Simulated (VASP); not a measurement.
# Ti3Ni (Pm-3m) in VASP: single point with PBEsol+D4

Aim: the single point of Ti3Ni with PBEsol+D4.

All numbers are computed with VASP 6.6.1; they aren't measurements. Logs are shortened: lines on timing, memory, paths and dates and some standing lists are left out, and cuts for length are marked.

## 1. The cell of the first run

The structure is cubic, space group Pm-3m (No. 221). The conventional cell has a = 3.935 Å, b = 3.935 Å, c = 3.935 Å, α = 90.00°, β = 90.00°, γ = 90.00°. Ti (site symmetry 4/mmm) has 8 Ti at 2.78 Å and 4 Ni at 2.78 Å within 3.7 Å. Ti (site symmetry 4/mmm) has 8 Ti at 2.78 Å and 4 Ni at 2.78 Å within 3.7 Å. Ni (site symmetry m-3m) has 12 Ti at 2.78 Å within 3.7 Å.

## 2. Single point, PBEsol+D4, collinear spin, ferromagnetic start

INCAR

```
SYSTEM = Ti3Ni
ALGO     = Normal         ! electronic algorithm
EDIFF    = 1E-6           ! SCF threshold, eV
ENCUT    = 520            ! plane-wave cutoff, eV
GGA      = PS             ! functional
ISIF     = 2              ! what is computed and relaxed
ISMEAR   = -1             ! smearing method
ISPIN    = 2              ! spin polarisation
IVDW     = 13             ! dispersion correction
LASPH    = .TRUE.         ! aspherical terms in the spheres
LCHARG   = .FALSE.        ! write CHGCAR
LMAXMIX  = 4              ! l up to which the mixer works
LORBIT   = 11             ! projections on sites
LREAL    = .FALSE.        ! projectors in reciprocal space
LWAVE    = .FALSE.        ! write WAVECAR
MAGMOM   = 0 0 0 0 0 0 1.2 1.2 ! initial moments
NBANDS   = 60             ! bands
NELM     = 150            ! most SCF steps
PREC     = Accurate       ! precision mode
SIGMA    = 0.1            ! smearing width, eV
```

KPOINTS

```
k-points
0
G
  6 3 6
  0 0 0
```

POSCAR

```
Ti3Ni
1.0
    3.9351800000      0.0000000000      0.0000000000
    0.0000000000      7.8703500000      0.0000000000
    0.0000000000      0.0000000000      3.9351800000
Ti Ni
6 2
Direct
    0.0000000000      0.2500000000      0.5000000000
    0.5000000000      0.0000000000      0.5000000000
    0.5000000000      0.2500000000      0.0000000000
    0.0000000000      0.7500000000      0.5000000000
    0.5000000000      0.5000000000      0.5000000000
    0.5000000000      0.7500000000      0.0000000000
    0.0000000000      0.0000000000      0.0000000000
    0.0000000000      0.5000000000      0.0000000000
```

Potentials or basis: VASP PAW PBE potentials, release 64 (Ti_sv, Ni).

Launch:

```console
cat potpaw_PBE.64/Ti_sv/POTCAR potpaw_PBE.64/Ni/POTCAR > POTCAR
mpirun -np 1 vasp_std > vasp.out
```

OUTCAR:

```text
SYSTEM = Ti3Ni
   EDIFF = 1E-6
   ENCUT = 520
   GGA = PS
   ISIF = 2
   ISMEAR = -1
   ISPIN = 2
   IVDW = 13
   LASPH = .TRUE.
   LORBIT = 11
   LREAL = .FALSE.
   NELM = 150
   PREC = Accurate

 ion  position               nearest neighbor table
   1  0.000  0.250  0.500-   2 2.78   5 2.78   7 2.78   8 2.78   7 2.78   8 2.78   2 2.78   5 2.78
                             3 2.78   3 2.78   3 2.78   3 2.78
   2  0.500  0.000  0.500-   1 2.78   3 2.78   4 2.78   6 2.78   3 2.78   6 2.78   1 2.78   4 2.78
                             7 2.78   7 2.78   7 2.78   7 2.78
   3  0.500  0.250  0.000-   2 2.78   5 2.78   7 2.78   8 2.78   2 2.78   5 2.78   7 2.78   8 2.78
                             1 2.78   1 2.78   1 2.78   1 2.78
   4  0.000  0.750  0.500-   2 2.78   5 2.78   7 2.78   8 2.78   7 2.78   8 2.78   2 2.78   5 2.78
                             6 2.78   6 2.78   6 2.78   6 2.78
   5  0.500  0.500  0.500-   1 2.78   3 2.78   4 2.78   6 2.78   3 2.78   6 2.78   1 2.78   4 2.78
                             8 2.78   8 2.78   8 2.78   8 2.78
   6  0.500  0.750  0.000-   2 2.78   5 2.78   7 2.78   8 2.78   2 2.78   5 2.78   7 2.78   8 2.78
                             4 2.78   4 2.78   4 2.78   4 2.78
   7  0.000  0.000  0.000-   1 2.78   3 2.78   4 2.78   6 2.78   1 2.78   4 2.78   3 2.78   6 2.78
                             2 2.78   2 2.78   2 2.78   2 2.78
   8  0.000  0.500  0.000-   1 2.78   3 2.78   4 2.78   6 2.78   1 2.78   4 2.78   3 2.78   6 2.78
                             5 2.78   5 2.78   5 2.78   5 2.78

  LATTYP: Found a simple tetragonal cell.
 ALAT       =     3.9351800000
 C/A-ratio  =     1.9999974588

  Lattice vectors:

 A1 = (  -3.9351800000,   0.0000000000,   0.0000000000)
 A2 = (   0.0000000000,   0.0000000000,   3.9351800000)
 A3 = (   0.0000000000,   7.8703500000,   0.0000000000)

Analysis of symmetry for initial positions (statically):
=====================================================================
 Subroutine PRICEL returns following result:

  LATTYP: Found a simple cubic cell.
 ALAT       =     3.9351800000
[... 12 lines left out ...]
 Subroutine GETGRP returns: Found 16 space group operations
 (whereof 16 operations were pure point group operations)
 out of a pool of 16 trial point group operations.

The static configuration has the point symmetry D_4h.

Analysis of symmetry for dynamics (positions and initial velocities):
=====================================================================
 Subroutine PRICEL returns following result:

  LATTYP: Found a simple cubic cell.
 ALAT       =     3.9351800000
[... 12 lines left out ...]
 Subroutine GETGRP returns: Found 16 space group operations
 (whereof 16 operations were pure point group operations)
 out of a pool of 16 trial point group operations.

The dynamic configuration has the point symmetry D_4h.

Analysis of structural, dynamic, and magnetic symmetry:
=====================================================================
 Subroutine PRICEL returns following result:

  LATTYP: Found a simple cubic cell.
 ALAT       =     3.9351800000
[... 12 lines left out ...]
 Subroutine GETGRP returns: Found 16 space group operations
 (whereof 16 operations were pure point group operations)
 out of a pool of 16 trial point group operations.

The overall configuration has the point symmetry D_4h.

 Subroutine INISYM returns: Found 16 space group operations
 (whereof 16 operations are pure point group operations),
 and found     2 'primitive' translations

----------------------------------------------------------------------------------------

                                     Primitive cell

  volume of cell :      60.9387

  direct lattice vectors                    reciprocal lattice vectors
     3.935180000  0.000000000  0.000000000     0.254117982  0.000000000  0.000000000
     0.000000000  3.935175000  0.000000000     0.000000000  0.254118305  0.000000000
     0.000000000  0.000000000  3.935180000     0.000000000  0.000000000  0.254117982

  length of vectors
     3.935180000  3.935175000  3.935180000     0.254117982  0.254118305  0.254117982

  position of ions in fractional coordinates (direct lattice)
     0.000000000  0.500000000  0.500000000
     0.500000000  0.000000000  0.500000000
     0.500000000  0.500000000  0.000000000
     0.000000000  0.000000000  0.000000000

[... 54 lines left out ...]
  0.500000  0.333333  0.500000      2.000000
   k-points           NKPTS =     20   k-points in BZ     NKDIM =     20   number of bands    NBANDS=     60
   number of dos      NEDOS =    301   number of ions     NIONS =      8
   total plane-waves  NPLWV =  54000
   dimension x,y,z NGX =    30 NGY =   60 NGZ =   30
   dimension x,y,z NGXF=    60 NGYF=  120 NGZF=   60
   ions per type =               6   2
   NGX,Y,Z   is equivalent  to a cutoff of  12.67, 12.67, 12.67 a.u.
   NGXF,Y,Z  is equivalent  to a cutoff of  25.35, 25.35, 25.35 a.u.
 SYSTEM =  Ti3Ni
   PREC   = accura    normal or accurate (medium, high low for compatibility)
   ISTART =      0    job   : 0-new  1-cont  2-samecut
   ICHARG =      2    charge: 1-file 2-atom 10-const
   ISPIN  =      2    spin polarized calculation?
   LNONCOLLINEAR =      F non collinear calculations
   LSORBIT =      F    spin-orbit coupling
   LASPH  =      T    aspherical Exc in radial PAW
   ENCUT  =  520.0 eV  38.22 Ry    6.18 a.u.   7.32 14.63  7.32*2*pi/ulx,y,z
   NELM   =    150;   NELMIN=  2; NELMDL= -5     # of ELM steps
   EDIFF  = 0.1E-05   stopping-criterion for ELM
   LREAL  =      F    real-space projection
[... 7 lines left out ...]
   TEBEG  =    0.0;   TEEND  =   0.0 temperature during run
   PSTRESS=    0.0 pullay stress
   NELECT =      92.0000    total number of electrons
   NUPDOWN=      -1.0000    fix difference up-down
   EMIN   =  10.00;   EMAX   =-10.00  energy-range for DOS
   EFERMI =   0.00;   METHOD = LEGACY
   ISMEAR =    -1;   SIGMA  =   0.10  broadening in eV -4-tet -1-fermi 0-gaus
   EFERMI_NEDOS =   21; number of points for ismear=-14 and -15
   IALGO  =     38    algorithm
   IMIX   =      4    mixing-type and parameters
     AMIX     =   0.40;   BMIX     =  1.00
     AMIX_MAG =   1.60;   BMIX_MAG =  1.00
  volume/ion in A,a.u.               =      15.23       102.81
  Fermi-wavevector in a.u.,A,eV,Ry     =   1.490607  2.816838 30.230892  2.221908
  Thomas-Fermi vector in A             =   2.603367
   LORBIT       =     11    0 simple, 1 ext, 2 COOP (PROOUT), +10 PAW based schemes
   GGA     = PS    functional components
   LHFCALC =     F    Hartree Fock is set to
   AEXX    =    0.0000 exact exchange contribution
   IVDW    =    13    specifies the selected vdW correction
   LEPSILON=     F    determine dielectric tensor
   LRPA    =     F    only Hartree local field effects (RPA)
 spin polarized calculation
  energy-cutoff  :      520.00
  volume of cell :      121.88
 maximum number of plane-waves:      3321
 NGX is ok and might be reduce to    30
   NGX = 15   NGY = 29   NGZ = 15

 number of electron      91.9999963 magnetization       0.0044960

 Free energy of the ion-electron system (eV)
  ---------------------------------------------------
  ext. energy  EPLUGINS =         0.00000000
  ---------------------------------------------------
  free energy    TOTEN  =       -63.15153999 eV

  energy without entropy =      -62.70138205  energy(sigma->0) =      -62.92646102

 E-fermi :   8.5622     XC(G=0): -12.1192

 val. band max:        8.5594368244   @ k =   0.3333   0.0000   0.0000
 cond. band min:       8.6044480857   @ k =   0.3333   0.0000   0.3333
 fundamental gap:      0.0450112613
 Fermi energy:         8.5622165075

 spin component 1

 k-point     1 :       0.0000    0.0000    0.0000
  band No.  band energies     occupation
      1     -47.8605      1.00000
      2     -47.7920      1.00000
      3     -47.7237      1.00000
      4     -47.6554      1.00000
      5     -47.6553      1.00000
      6     -47.6547      1.00000
[... 1209 lines left out ...]
     57      10.8084      0.00000
     58      10.8084      0.00000
 Fermi energy:         8.5622165075

 spin component 2

 k-point     1 :       0.0000    0.0000    0.0000
  band No.  band energies     occupation
      1     -47.8600      1.00000
      2     -47.7916      1.00000
      3     -47.7233      1.00000
      4     -47.6549      1.00000
      5     -47.6549      1.00000
      6     -47.6542      1.00000
[... 1209 lines left out ...]
     57      10.8089      0.00000
     58      10.8089      0.00000
 [bands above 58 left out]

------------------------ aborting loop because EDIFF is reached ----------------------------------------

  DFT-D4 for vdW energy calculation

  Edisp (eV):   -1.17288

  FORCE on cell =-STRESS in cart. coord.  units (eV):
  Direction    XX          YY          ZZ          XY          YZ          ZX
  --------------------------------------------------------------------------------------
  -------------------------------------------------------------------------------------
  Total      -5.07683    -5.07679    -5.07683     0.00000    -0.00000     0.00000
  in kB     -66.73909   -66.73855   -66.73909     0.00000    -0.00000     0.00000
  external pressure =      -66.74 kB  Pullay stress =        0.00 kB

 VOLUME and BASIS-vectors are now :
 -----------------------------------------------------------------------------
  energy-cutoff  :      520.00
  volume of cell :      121.88
      direct lattice vectors                 reciprocal lattice vectors
     3.935180000  0.000000000  0.000000000     0.254117982  0.000000000  0.000000000
     0.000000000  7.870350000  0.000000000     0.000000000  0.127059152  0.000000000
     0.000000000  0.000000000  3.935180000     0.000000000  0.000000000  0.254117982

 POSITION                                       TOTAL-FORCE (eV/Angst)
 -----------------------------------------------------------------------------------
      0.00000      1.96759      1.96759         0.000000     -0.000000     -0.000000
      1.96759      0.00000      1.96759         0.000000     -0.000000      0.000000
      1.96759      1.96759      0.00000        -0.000000     -0.000000      0.000000
      0.00000      5.90276      1.96759         0.000000     -0.000000     -0.000000
      1.96759      3.93518      1.96759         0.000000      0.000000      0.000000
      1.96759      5.90276      0.00000        -0.000000     -0.000000      0.000000
      0.00000      0.00000      0.00000         0.000000     -0.000000      0.000000
      0.00000      3.93518      0.00000         0.000000      0.000000      0.000000
 -----------------------------------------------------------------------------------
    total drift:                                0.000000      0.000000     -0.000000

  FREE ENERGIE OF THE ION-ELECTRON SYSTEM (eV)
  ---------------------------------------------------
  free  energy   TOTEN  =       -64.3244211319 eV

  energy  without entropy=      -63.8742631883  energy(sigma->0) =      -64.09934216

 total charge

# of ion       s       p       d       tot
------------------------------------------
    1        2.252   6.126   1.933  10.311
    2        2.252   6.126   1.933  10.311
    3        2.252   6.126   1.933  10.311
    4        2.252   6.126   1.933  10.311
    5        2.252   6.126   1.933  10.311
    6        2.252   6.126   1.933  10.311
    7        0.533   0.479   8.239   9.251
    8        0.533   0.479   8.239   9.251
--------------------------------------------------
tot         14.578  37.713  28.077  80.369

 magnetization (x)

# of ion       s       p       d       tot
------------------------------------------
    1        0.000   0.000   0.000   0.000
    2        0.000   0.000   0.000   0.000
    3        0.000   0.000   0.000   0.000
    4        0.000   0.000   0.000   0.000
    5        0.000   0.000   0.000   0.000
    6        0.000   0.000   0.000   0.000
    7       -0.000   0.000  -0.000  -0.000
    8       -0.000   0.000  -0.000  -0.000
--------------------------------------------------
tot          0.000   0.000   0.002   0.002
```

Wall time 16 min (1 thread of Intel Xeon 8259CL, shared host); peak memory 0.39 GiB.

Results:

| Item | Value |
| --- | --- |
| Free energy | -64.3244 eV |
| Pressure | -6.7 GPa |
| Band gap on the k mesh | zero (filled and empty bands overlap) |
| Net moment | 0.00 μB per cell |
| Valence electrons inside the program's atomic spheres | Ti 10.31; Ni 9.25 |
| Dispersion energy per atom | -0.147 eV |

Caveat: the cell stands under tension; the moments typed at the start vanished in this run; the PAW data sets were made with another functional, which shifts forces and pressure a little.

The gap in the log of VASP goes by the Fermi energy; the results here count the filled bands.